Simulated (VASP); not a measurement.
# PbS in VASP: a series of runs, part 2 of 2

VASP 6.6.1.

## Step 3: Single point, PBE (strain -0.6%)

Contents of INCAR:

```
PREC     = Accurate       # precision mode
ENCUT    = 500            # plane-wave cutoff, eV
EDIFF    = 1E-6           # SCF threshold, eV
ISMEAR   = -1             # smearing method
SIGMA    = 0.02           # smearing width, eV
LREAL    = False          # projectors in reciprocal space
LASPH    = True           # aspherical terms in the spheres
NELM     = 120            # most SCF steps
ALGO     = Normal         # electronic algorithm
ISIF     = 2              # what is computed and relaxed
LWAVE    = False          # write WAVECAR
LCHARG   = False          # write CHGCAR
GGA      = PE             # functional
NBANDS   = 28             # bands
GGA_COMPAT= False
```

Contents of KPOINTS:

```
regular mesh
0
Gamma
  6 6 2
```

Contents of POSCAR:

```
PbS
1.0
    2.9457095071     -2.9457100775     -0.0000051057
    2.9457095071      2.9457100775     -0.0000051057
   -2.0722572255      0.0000000000     22.0194541426
Pb S
2 2
Direct
    0.7369137518      0.7166982159      0.9340504506
    0.2833017841      0.2630862482      0.0659495494
    0.2408957624      0.2205112984      0.9451405341
    0.7794887016      0.7591042376      0.0548594659
```

Potentials or basis: VASP PAW PBE potentials, release 64 (Pb_d, S).

On the command line:

```
> cat potpaw_PBE.64/Pb_d/POTCAR potpaw_PBE.64/S/POTCAR > POTCAR
> mpirun -np 1 vasp_std > vasp.out
```

OUTCAR:

```text
PREC = Accurate
   ENCUT = 500
   EDIFF = 1E-6
   ISMEAR = -1
   LREAL = False
   LASPH = True
   NELM = 120
   ISIF = 2
   GGA = PE

 ion  position               nearest neighbor table
   1  0.737  0.717  0.934-   4 2.66   3 2.96   3 2.96   3 2.96   3 2.96   2 4.14   2 4.14   2 4.14
                             2 4.14
   2  0.283  0.263  0.066-   3 2.66   4 2.96   4 2.96   4 2.96   4 2.96   1 4.14   1 4.14   1 4.14
                             1 4.14
   3  0.241  0.221  0.945-   2 2.66   1 2.96   1 2.96   1 2.96   1 2.96
   4  0.779  0.759  0.055-   1 2.66   2 2.96   2 2.96   2 2.96   2 2.96
[... 947 lines left out ...]
  --------------------------------------------------------------------------------------
  -------------------------------------------------------------------------------------
  Total        1.6231467      1.6231470      0.9139935      0.0000000      0.0000000     -0.0000629
  in kB        6.8053737      6.8053748      3.8321040      0.0000000      0.0000000     -0.0002639
  external PRESSURE =       5.8142842 kB  Pullay stress =       0.0000000 kB

 VOLUME and BASIS-vectors are now :
 -----------------------------------------------------------------------------
  energy-cutoff  :      500.00
  volume of cell :      382.13
      direct lattice vectors                 reciprocal lattice vectors
     2.945709507 -2.945710077 -0.000005106     0.169738421 -0.169738361  0.015974132
     2.945709507  2.945710077 -0.000005106     0.169738421  0.169738361  0.015974132
    -2.072257226  0.000000000 22.019454143     0.000000079  0.000000000  0.045414394

 POSITION                                       TOTAL-FORCE (eV/Angst)
 -----------------------------------------------------------------------------------
      2.34633     -0.05955     20.56727         0.000294     -0.000382     -0.154292
      1.47284     -0.05955      1.45217        -0.000294     -0.000382      0.154292
     -0.59940     -0.06005     20.81148         0.000073      0.000382     -0.210227
      4.41856     -0.06005      1.20797        -0.000073      0.000382      0.210227
 -----------------------------------------------------------------------------------
    total drift:                               -0.000000     -0.000562      0.000000

  FREE ENERGIE OF THE ION-ELECTRON SYSTEM (eV)
  ---------------------------------------------------
  free  energy   TOTEN  =       -17.2647446407 eV

  energy  without entropy=      -17.2647446406  energy(sigma->0) =      -17.26474464
```

Run time: 6.2 min. Hardware: 1 thread of Oxide Virtual Turin-like, shared host; peak memory 0.46 GiB.

What came out:

```
Free energy            : -17.2647 eV
Largest force          : 0.210 eV/Å
Band gap on the k mesh : 1.89 eV (least direct gap 1.94 eV)
```

Forces on the atoms (eV/Å):
```
Pb   0.000  0.000 -0.154
Pb   0.000  0.000  0.154
S    0.000  0.000 -0.210
S    0.000  0.000  0.210
```

Caveat: the cell differs from its parent crystal (strain -0.6%); there is no dipole correction, which matters where the two faces differ; spin-orbit coupling is left out, which moves the levels of the heavy elements.

## Step 4: Single point, r2SCAN (strain -1.9%)

Contents of POSCAR:

```
PbS
1.0
    2.9092439003     -2.9092444636     -0.0000050425
    2.9092439003      2.9092444636     -0.0000050425
   -2.0466042828      0.0000000000     21.7468703202
Pb S
2 2
Direct
    0.7360758266      0.7158103804      0.9316040433
    0.2841896196      0.2639241734      0.0683959567
    0.2411026898      0.2207681360      0.9457972124
    0.7792318640      0.7588973102      0.0542027876
```

Contents of INCAR.step1:

```
SYSTEM = PbS
  PREC = Accurate
  ENCUT = 550
  ISMEAR = 0
  SIGMA = 0.01
  LREAL = .False.
  LASPH = .True.
  NELM = 120
  NBANDS = 28
  GGA = PE
  ALGO = Normal
  EDIFF = 1E-5
  LWAVE = .True.
  LCHARG = .False.
  GGA_COMPAT = .False.
```

Contents of INCAR.step2:

```
SYSTEM = PbS
  PREC = Accurate
  ENCUT = 550
  EDIFF = 1E-6
  ISMEAR = 0
  SIGMA = 0.01
  LREAL = .False.
  LASPH = .True.
  NELM = 120
  ALGO = Normal
  ISIF = 2
  LWAVE = .False.
  LCHARG = .False.
  METAGGA = R2SCAN
  LMIXTAU = .True.
  NBANDS = 28
  ISTART = 1
  GGA_COMPAT = .False.
```

Contents of KPOINTS:

```
regular mesh
0
Gamma
  6 6 2
  0 0 0
```

Potentials or basis: VASP PAW PBE potentials, release 64 (Pb_d, S).

On the command line:

```
> cat potpaw_PBE.64/Pb_d/POTCAR potpaw_PBE.64/S/POTCAR > POTCAR
> cp INCAR.step1 INCAR
> mpirun -np 1 vasp_std > vasp.out
> cp INCAR.step2 INCAR
> mpirun -np 1 vasp_std > vasp.out
```

OUTCAR:

```text
SYSTEM = PbS
   PREC = Accurate
   ENCUT = 550
   EDIFF = 1E-6
   ISMEAR = 0
   LREAL = .False.
   LASPH = .True.
   NELM = 120
   ISIF = 2
   METAGGA = R2SCAN
   ISTART = 1

 ion  position               nearest neighbor table
   1  0.736  0.716  0.932-   4 2.67   3 2.93   3 2.93   3 2.93   3 2.93
   2  0.284  0.264  0.068-   3 2.67   4 2.93   4 2.93   4 2.93   4 2.93
   3  0.241  0.221  0.946-   2 2.67   1 2.93   1 2.93   1 2.93   1 2.93
   4  0.779  0.759  0.054-   1 2.67   2 2.93   2 2.93   2 2.93   2 2.93

[... 947 lines left out ...]
  --------------------------------------------------------------------------------------
  -------------------------------------------------------------------------------------
  Total        2.1438369      2.1432349      0.1710818      0.0000000      0.0000000     -0.0002248
  in kB        9.3307229      9.3281028      0.7446074      0.0000000      0.0000000     -0.0009785
  external PRESSURE =       6.4678111 kB  Pullay stress =       0.0000000 kB

 VOLUME and BASIS-vectors are now :
 -----------------------------------------------------------------------------
  energy-cutoff  :      550.00
  volume of cell :      368.12
      direct lattice vectors                 reciprocal lattice vectors
     2.909243900 -2.909244464 -0.000005042     0.171865989 -0.171865928  0.016174358
     2.909243900  2.909244464 -0.000005042     0.171865989  0.171865928  0.016174358
    -2.046604283  0.000000000 21.746870320     0.000000080  0.000000000  0.045983636

 POSITION                                       TOTAL-FORCE (eV/Angst)
 -----------------------------------------------------------------------------------
      2.31727     -0.05896     20.25946        -0.000138     -0.000044     -0.043324
      1.45462     -0.05896      1.48740         0.000138     -0.000044      0.043324
     -0.59198     -0.05916     20.56813         0.000114      0.000044     -0.032288
      4.36386     -0.05916      1.17873        -0.000114      0.000044      0.032288
 -----------------------------------------------------------------------------------
    total drift:                                0.000000      0.000367      0.000000

  FREE ENERGIE OF THE ION-ELECTRON SYSTEM (eV)
  ---------------------------------------------------
  free  energy   TOTEN  =      -130.8612969859 eV

  energy  without entropy=     -130.8612969859  energy(sigma->0) =     -130.86129699
```

OUTCAR.step1:

```text
SYSTEM = PbS
   PREC = Accurate
   ENCUT = 550
   ISMEAR = 0
   LREAL = .False.
   LASPH = .True.
   NELM = 120
[... 974 lines left out ...]
      1.45462     -0.05896      1.48740         0.000115     -0.000102      0.157717
     -0.59198     -0.05916     20.56813         0.000059      0.000102     -0.200551
      4.36386     -0.05916      1.17873        -0.000059      0.000102      0.200551
 -----------------------------------------------------------------------------------
    total drift:                                0.000000      0.000153      0.000000

  FREE ENERGIE OF THE ION-ELECTRON SYSTEM (eV)
  ---------------------------------------------------
  free  energy   TOTEN  =       -17.2091173021 eV

  energy  without entropy=      -17.2091173021  energy(sigma->0) =      -17.20911730
```

Run time: 34 min. Hardware: 1 thread of Oxide Virtual Turin-like, shared host; peak memory 0.57 GiB.

What came out:

```yaml
Free_energy: -130.8613 eV
Largest_force: 0.043 eV/Å
Band_gap_on_the_k_mesh: 1.96 eV (least direct gap 2.00 eV)
```

Forces on the atoms (eV/Å):
```
Pb   0.000  0.000 -0.043
Pb   0.000  0.000  0.043
S    0.000  0.000 -0.032
S    0.000  0.000  0.032
```

Caveat: the cell differs from its parent crystal (strain -1.9%); there is no dipole correction, which matters where the two faces differ; the PAW data sets were made with another functional, which shifts forces and pressure a little; spin-orbit coupling is left out, which moves the levels of the heavy elements.

## Step 5: Summary

```tsv
level	cell	cutoff (eV)	smearing	gap on the mesh (eV)	largest force (eV/Å)
PBE	a = 4.114, b = 4.114, c = 21.843 Å, angles 93.8, 93.8, 90.0°, 4 atoms, strain -1.9%	500	fermi-dirac 0.02 eV	1.65	0.20
PBE	a = 4.166, b = 4.166, c = 22.117 Å, angles 93.8, 93.8, 90.0°, 4 atoms, strain -0.6%	500	fermi-dirac 0.02 eV	1.89	0.21
r2SCAN	a = 4.114, b = 4.114, c = 21.843 Å, angles 93.8, 93.8, 90.0°, 4 atoms, strain -1.9%	550	gaussian 0.01 eV	1.96	0.04
```

Alike in all rows: task single point; potentials or basis VASP PAW PBE potentials, release 64 (Pb_d, S); no spin polarisation; k mesh 6 × 6 × 2.

Caveats: there is no dipole correction, which matters where the two faces differ; spin-orbit coupling is left out, which moves the levels of the heavy elements; the PAW data sets were made with another functional, which shifts forces and pressure a little (at least some runs).

Total energies depend on the potentials used, so only differences within one code and one set of settings carry meaning.
